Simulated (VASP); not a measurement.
# Si2C (Immm) in VASP: single point with PBE

Aim: the single point of Si2C with PBE.

Program: VASP 6.6.1. These are calculated values, not measurements. Logs are shortened: lines on timing, memory, paths and dates and some standing lists are left out, and cuts for length are marked.

### Step 1. The cell of the first run

The structure is orthorhombic, space group Immm (No. 71). Conventional cell: a = 3.848 Å, b = 5.766 Å, c = 8.998 Å, α = 90.00°, β = 90.00°, γ = 90.00°. Within 2.5 Å of Si (site symmetry m) lie 1 C at 1.90 Å and 3 Si at 2.35 to 2.38 Å. C (site symmetry m2m) has 1 C at 1.38 Å within 1.8 Å.

### Step 2. Single point, PBE

Contents of INCAR:

```
PREC = Accurate ; ENCUT = 520
EDIFF = 1E-6 ; ISMEAR = 0
SIGMA = 0.01 ; LREAL = F
LASPH = T ; NELM = 80
ALGO = Normal ; ISIF = 2
LWAVE = F ; LCHARG = F
GGA = PE ; NBANDS = 21
```

Contents of KPOINTS:

```
Automatic mesh
0
Gamma
  12 12 12
```

Contents of POSCAR:

```
Si2C
1.0
   -1.9240055229      2.8828028671      4.4989716241
    1.9240055229     -2.8828028671      4.4989716241
    1.9240055229      2.8828028671     -4.4989716241
Si C
4 2
Direct
    0.6179207843      0.3218277336      0.2960930507
    0.9742653170      0.6781722664      0.2960930507
    0.3820792157      0.6781722664      0.7039069493
    0.0257346830      0.3218277336      0.7039069493
    0.3806841110      0.5000000000      0.8806841110
    0.6193158890      0.5000000000      0.1193158890
```

Potentials or basis: VASP PAW PBE potentials, release 64 (Si, C).

On the command line:

```
> cat potpaw_PBE.64/Si/POTCAR potpaw_PBE.64/C/POTCAR > POTCAR
> mpirun -np 1 vasp_std > vasp.out
```

OUTCAR:

```text
PREC = Accurate
   ENCUT = 520
   EDIFF = 1E-6
   ISMEAR = 0
   LREAL = F
   LASPH = T
   NELM = 80
   ISIF = 2
   GGA = PE

 ion  position               nearest neighbor table
   1  0.618  0.322  0.296-   6 1.90   4 2.35   3 2.38   3 2.38
   2  0.974  0.678  0.296-   6 1.90   3 2.35   4 2.38   4 2.38
   3  0.382  0.678  0.704-   5 1.90   2 2.35   1 2.38   1 2.38
   4  0.026  0.322  0.704-   5 1.90   1 2.35   2 2.38   2 2.38
   5  0.381  0.500  0.881-   6 1.38   4 1.90   3 1.90
   6  0.619  0.500  0.119-   5 1.38   2 1.90   1 1.90

  LATTYP: Found a body centered orthorhombic cell.
 ALAT       =     3.8480110458
 B/A-ratio  =     1.4983339875
 C/A-ratio  =     2.3383361277

  Lattice vectors:

 A1 = (  -1.9240055229,   2.8828028671,   4.4989716241)
 A2 = (   1.9240055229,  -2.8828028671,   4.4989716241)
 A3 = (   1.9240055229,   2.8828028671,  -4.4989716241)

Analysis of symmetry for initial positions (statically):
=====================================================================
 Subroutine PRICEL returns:
 Original cell was already a primitive cell.

 Routine SETGRP: Setting up the symmetry group for a
 body centered orthorhombic supercell.

 Subroutine GETGRP returns: Found  8 space group operations
 (whereof  8 operations were pure point group operations)
 out of a pool of  8 trial point group operations.

The static configuration has the point symmetry D_2h.

Analysis of symmetry for dynamics (positions and initial velocities):
=====================================================================
 Subroutine PRICEL returns:
 Original cell was already a primitive cell.

 Routine SETGRP: Setting up the symmetry group for a
 body centered orthorhombic supercell.

 Subroutine GETGRP returns: Found  8 space group operations
 (whereof  8 operations were pure point group operations)
 out of a pool of  8 trial point group operations.

The dynamic configuration has the point symmetry D_2h.

 Subroutine INISYM returns: Found  8 space group operations
 (whereof  8 operations are pure point group operations),
 and found     1 'primitive' translations

----------------------------------------------------------------------------------------

                                     Primitive cell

  volume of cell :      99.8147

  direct lattice vectors                    reciprocal lattice vectors
    -1.924005523  2.882802867  4.498971624     0.000000000  0.173442314  0.111136509
     1.924005523 -2.882802867  4.498971624     0.259874514  0.000000000  0.111136509
     1.924005523  2.882802867 -4.498971624     0.259874514  0.173442314  0.000000000

  length of vectors
     5.679180865  5.679180865  5.679180865     0.205994077  0.282641268  0.312437192

  position of ions in fractional coordinates (direct lattice)
     0.617920784  0.321827734  0.296093051
     0.974265317  0.678172266  0.296093051
     0.382079216  0.678172266  0.703906949
     0.025734683  0.321827734  0.703906949
     0.380684111  0.500000000  0.880684111
     0.619315889  0.500000000  0.119315889

  ion indices of the primitive-cell ions
   primitive index   ion index
                 1           1
                 2           2
                 3           3
                 4           4
                 5           5
                 6           6

----------------------------------------------------------------------------------------

 KPOINTS: Automatic mesh

Automatic generation of k-mesh.
 Grid dimensions read from file:
 generate k-points for:   12   12   12

 Generating k-lattice:

  Cartesian coordinates                     Fractional coordinates (reciprocal lattice)
     0.000000000  0.014453526  0.009261376     0.083333333  0.000000000  0.000000000
     0.021656209  0.000000000  0.009261376     0.000000000  0.083333333  0.000000000
     0.021656209  0.014453526  0.000000000     0.000000000  0.000000000  0.083333333

  Length of vectors
     0.017166173  0.023553439  0.026036433

  Shift w.r.t. Gamma in fractional coordinates (k-lattice)
     0.000000000  0.000000000  0.000000000

 Subroutine IBZKPT returns following result:
 ===========================================

 Found    280 irreducible k-points:

 Following reciprocal coordinates:
            Coordinates               Weight
  0.000000  0.000000  0.000000      1.000000
  0.083333  0.000000  0.000000      4.000000
  0.166667  0.000000  0.000000      4.000000
  0.250000  0.000000  0.000000      4.000000
  0.333333  0.000000 -0.000000      4.000000
  0.416667  0.000000  0.000000      4.000000
[... 16 lines left out ...]
  0.250000  0.166667  0.000000      8.000000
  0.333333  0.166667  0.000000      8.000000
 [... further k-points ...]
   k-points           NKPTS =    280   k-points in BZ     NKDIM =    280   number of bands    NBANDS=     21
   number of dos      NEDOS =    301   number of ions     NIONS =      6
   total plane-waves  NPLWV =  74088
   dimension x,y,z NGX =    42 NGY =   42 NGZ =   42
   dimension x,y,z NGXF=    84 NGYF=   84 NGZF=   84
   ions per type =               4   2
   NGX,Y,Z   is equivalent  to a cutoff of  12.29, 12.29, 12.29 a.u.
   NGXF,Y,Z  is equivalent  to a cutoff of  24.59, 24.59, 24.59 a.u.
 SYSTEM =  unknown system
   PREC   = accura    normal or accurate (medium, high low for compatibility)
   ISTART =      0    job   : 0-new  1-cont  2-samecut
   ICHARG =      2    charge: 1-file 2-atom 10-const
   ISPIN  =      1    spin polarized calculation?
   LNONCOLLINEAR =      F non collinear calculations
   LSORBIT =      F    spin-orbit coupling
   LASPH  =      T    aspherical Exc in radial PAW
   ENCUT  =  520.0 eV  38.22 Ry    6.18 a.u.  10.56 10.56 10.56*2*pi/ulx,y,z
   NELM   =     80;   NELMIN=  2; NELMDL= -5     # of ELM steps
   EDIFF  = 0.1E-05   stopping-criterion for ELM
   LREAL  =      F    real-space projection
   EDIFFG = 0.1E-04   stopping-criterion for IOM
   NSW    =      0    number of steps for IOM
   IBRION =     -1    ionic relax: 0-MD 1-quasi-New 2-CG
   NFREE  =      0    steps in history (QN), initial steepest desc. (CG)
   ISIF   =      2    stress and relaxation
   ISYM   =      2    0-nonsym 1-usesym 2-fastsym
   POTIM  = 0.5000    time-step for ionic-motion
   TEBEG  =    0.0;   TEEND  =   0.0 temperature during run
   PSTRESS=    0.0 pullay stress
   NELECT =      24.0000    total number of electrons
   NUPDOWN=      -1.0000    fix difference up-down
   EMIN   =  10.00;   EMAX   =-10.00  energy-range for DOS
   EFERMI =   0.00;   METHOD = LEGACY
   ISMEAR =     0;   SIGMA  =   0.01  broadening in eV -4-tet -1-fermi 0-gaus
   EFERMI_NEDOS =   21; number of points for ismear=-14 and -15
   IALGO  =     38    algorithm
   IMIX   =      4    mixing-type and parameters
     AMIX     =   0.40;   BMIX     =  1.00
     AMIX_MAG =   1.60;   BMIX_MAG =  1.00
  volume/ion in A,a.u.               =      16.64       112.26
  Fermi-wavevector in a.u.,A,eV,Ry     =   1.017998  1.923738 14.099998  1.036321
  Thomas-Fermi vector in A             =   2.151431
   LORBIT       =      0    0 simple, 1 ext, 2 COOP (PROOUT), +10 PAW based schemes
   GGA     = PE    functional components
   LHFCALC =     F    Hartree Fock is set to
   AEXX    =    0.0000 exact exchange contribution
   IVDW    =     0    specifies the selected vdW correction
   LEPSILON=     F    determine dielectric tensor
   LRPA    =     F    only Hartree local field effects (RPA)
 non-spin polarized calculation
 Gauss-broadening in eV      SIGMA  =   0.01
  energy-cutoff  :      520.00
  volume of cell :       99.81
 maximum number of plane-waves:      2713
   NGX = 21   NGY = 21   NGZ = 21

 number of electron      24.0000001 magnetization

 Free energy of the ion-electron system (eV)
  ---------------------------------------------------
  ext. energy  EPLUGINS =         0.00000000
  ---------------------------------------------------
  free energy    TOTEN  =       -38.36992067 eV

  energy without entropy =      -38.36992067  energy(sigma->0) =      -38.36992067

 E-fermi :   5.4167     XC(G=0):  -9.4061

 val. band max:        5.3837708697   @ k =   0.5000   0.5000   0.5000
 cond. band min:       5.4506406805   @ k =   0.5000   0.5000   0.0000
 fundamental gap:      0.0668698108
 Fermi energy:         5.4167246015

 k-point     1 :       0.0000    0.0000    0.0000
  band No.  band energies     occupation
      1      -9.6271      2.00000
      2      -5.0052      2.00000
      3      -4.3333      2.00000
      4      -2.7765      2.00000
      5      -2.0339      2.00000
      6      -0.6049      2.00000
[... 13 lines left out ...]
     20      10.8486      0.00000
     21      11.1029      0.00000

 k-point     2 :       0.0833    0.0000    0.0000
  band No.  band energies     occupation
      1      -9.6128      2.00000
      2      -5.1417      2.00000
      3      -4.2235      2.00000
      4      -2.9000      2.00000
      5      -2.0072      2.00000
      6      -0.4424      2.00000
[... 13 lines left out ...]
     20      10.7815      0.00000
     21      11.2253      0.00000

 k-point     3 :       0.1667    0.0000    0.0000
  band No.  band energies     occupation
      1      -9.5725      2.00000
      2      -5.4022      2.00000
      3      -4.0736      2.00000
      4      -3.1254      2.00000
      5      -1.9236      2.00000
      6      -0.1058      2.00000
[... 13 lines left out ...]
     20      10.7508      0.00000
     21      11.5794      0.00000

 k-point     4 :       0.2500    0.0000    0.0000
  band No.  band energies     occupation
      1      -9.5145      2.00000
      2      -5.6653      2.00000
      3      -4.0596      2.00000
      4      -3.2688      2.00000
      5      -1.7345      2.00000
      6       0.1783      2.00000
[... 13 lines left out ...]
     20      11.2647      0.00000
     21      12.0291      0.00000

 k-point     5 :       0.3333    0.0000   -0.0000
  band No.  band energies     occupation
      1      -9.4527      2.00000
      2      -5.8860      2.00000
      3      -4.1626      2.00000
      4      -3.3154      2.00000
      5      -1.4184      2.00000
      6       0.2875      2.00000
[... 13 lines left out ...]
     20      11.8407      0.00000
     21      12.1379      0.00000

 k-point     6 :       0.4167    0.0000    0.0000
  band No.  band energies     occupation
      1      -9.4046      2.00000
      2      -6.0339      2.00000
      3      -4.2639      2.00000
      4      -3.3322      2.00000
      5      -1.0405      2.00000
      6       0.1616      2.00000
[... 13 lines left out ...]
     20      11.9216      0.00000
     21      12.2187      0.00000

 k-point     7 :       0.5000    0.0000    0.0000
  band No.  band energies     occupation
      1      -9.3863      2.00000
      2      -6.0863      2.00000
      3      -4.3024      2.00000
      4      -3.3379      2.00000
      5      -0.8188      2.00000
      6       0.0120      2.00000
[... 13 lines left out ...]
     20      11.4725      0.00000
     21      12.2647      0.00000
[... 291 lines left out ...]
      1      -9.5441      2.00000
      2      -4.9115      2.00000
      3      -4.3915      2.00000
      4      -2.3810      2.00000
      5      -2.2005      2.00000
      6      -0.5729      2.00000
[... 13 lines left out ...]
     20      11.5751      0.00000
     21      11.5970      0.00000

 k-point    21 :       0.0833    0.1667    0.0000
  band No.  band energies     occupation
      1      -9.5168      2.00000
      2      -5.1067      2.00000
      3      -4.3545      2.00000
      4      -2.3895      2.00000
      5      -2.1921      2.00000
      6      -0.3854      2.00000
[... 13 lines left out ...]
     20      11.4704      0.00000
     21      11.7659      0.00000

 k-point    22 :       0.1667    0.1667    0.0000
  band No.  band energies     occupation
      1      -9.4705      2.00000
      2      -5.3818      2.00000
      3      -4.2947      2.00000
      4      -2.5509      2.00000
      5      -2.0726      2.00000
      6       0.0426      2.00000
[... 13 lines left out ...]
     20      11.5302      0.00000
     21      11.7047      0.00000

 k-point    23 :       0.2500    0.1667    0.0000
  band No.  band energies     occupation
      1      -9.4159      2.00000
      2      -5.6248      2.00000
      3      -4.3078      2.00000
      4      -2.7154      2.00000
      5      -1.8050      2.00000
      6       0.3643      2.00000
[... 13 lines left out ...]
     20      11.3879      0.00000
     21      11.8962      0.00000

 k-point    24 :       0.3333    0.1667    0.0000
  band No.  band energies     occupation
      1      -9.3675      2.00000
      2      -5.8033      2.00000
      3      -4.3511      2.00000
      4      -2.8441      2.00000
      5      -1.4240      2.00000
      6       0.3111      2.00000
[... 13 lines left out ...]
     20      11.2627      0.00000
     21      12.2819      0.00000

 [... further k-points ...]

------------------------ aborting loop because EDIFF is reached ----------------------------------------

  FORCE on cell =-STRESS in cart. coord.  units (eV):
  Direction    XX          YY          ZZ          XY          YZ          ZX
  --------------------------------------------------------------------------------------
  -------------------------------------------------------------------------------------
  Total       -0.0546266      0.0223020     -0.0186714      0.0000000      0.0000000      0.0000000
  in kB       -0.8768401      0.3579804     -0.2997049      0.0000000      0.0000000      0.0000000
  external PRESSURE =      -0.2728549 kB  Pullay stress =       0.0000000 kB

 VOLUME and BASIS-vectors are now :
 -----------------------------------------------------------------------------
  energy-cutoff  :      520.00
  volume of cell :       99.81
      direct lattice vectors                 reciprocal lattice vectors
    -1.924005523  2.882802867  4.498971624     0.000000000  0.173442314  0.111136509
     1.924005523 -2.882802867  4.498971624     0.259874514  0.000000000  0.111136509
     1.924005523  2.882802867 -4.498971624     0.259874514  0.173442314  0.000000000

 POSITION                                       TOTAL-FORCE (eV/Angst)
 -----------------------------------------------------------------------------------
      0.00000      1.70716      2.89579         0.000000      0.003090     -0.005682
      0.00000      1.70716      6.10216        -0.000000      0.003090      0.005682
      1.92401      1.17565      1.60318        -0.000000     -0.003090      0.005682
      1.92401      1.17565     -1.60318         0.000000     -0.003090     -0.005682
      1.92401      2.19487      0.00000        -0.000000     -0.055278      0.000000
     -0.00000      0.68793      4.49897         0.000000      0.055278      0.000000
 -----------------------------------------------------------------------------------
    total drift:                               -0.000000     -0.000000     -0.000000

  FREE ENERGIE OF THE ION-ELECTRON SYSTEM (eV)
  ---------------------------------------------------
  free  energy   TOTEN  =       -38.3699206745 eV

  energy  without entropy=      -38.3699206743  energy(sigma->0) =      -38.36992067
```

It took 20 min on 1 thread of Intel Xeon 8259CL, shared host; peak memory 0.58 GiB.

Results:

```
Free energy            : -38.3699 eV
Pressure               : 0.0 GPa
Largest force          : 0.055 eV/Å
Band gap on the k mesh : 0.07 eV (least direct gap 0.47 eV)
```

Forces in eV/Å, atoms in the order of the input:
```
Si   0.000  0.003 -0.006
Si   0.000  0.003  0.006
Si   0.000 -0.003  0.006
Si   0.000 -0.003 -0.006
C    0.000 -0.055  0.000
C    0.000  0.055  0.000
```

Stress tensor (GPa, compression positive):
```
-0.09  0.00  0.00
 0.00  0.04  0.00
 0.00  0.00 -0.03
```

Levels at points of the mesh, in eV from the valence-band top:
| k point | band 10 | band 11 | band 12 | band 13 | band 14 | band 15 |
| --- | --- | --- | --- | --- | --- | --- |
| (0.00, 0.00, 0.00) | -1.27 | -0.88 | -0.16 | 1.06 | 3.21 | 3.21 |
| (0.50, 0.00, 0.00) | -2.10 | -1.81 | -0.64 | 1.32 | 1.84 | 2.12 |
| (0.00, 0.50, 0.00) | -3.00 | -2.26 | -1.87 | 1.74 | 2.18 | 2.90 |
| (0.50, 0.50, 0.00) | -2.25 | -1.62 | -1.31 | 0.07 | 2.33 | 2.69 |
| (0.50, 0.50, 0.50) | -0.60 | -0.20 | 0.00 | 0.47 | 1.46 | 1.58 |

Caveat: semilocal functionals underestimate gaps, and a narrow one can read as zero.
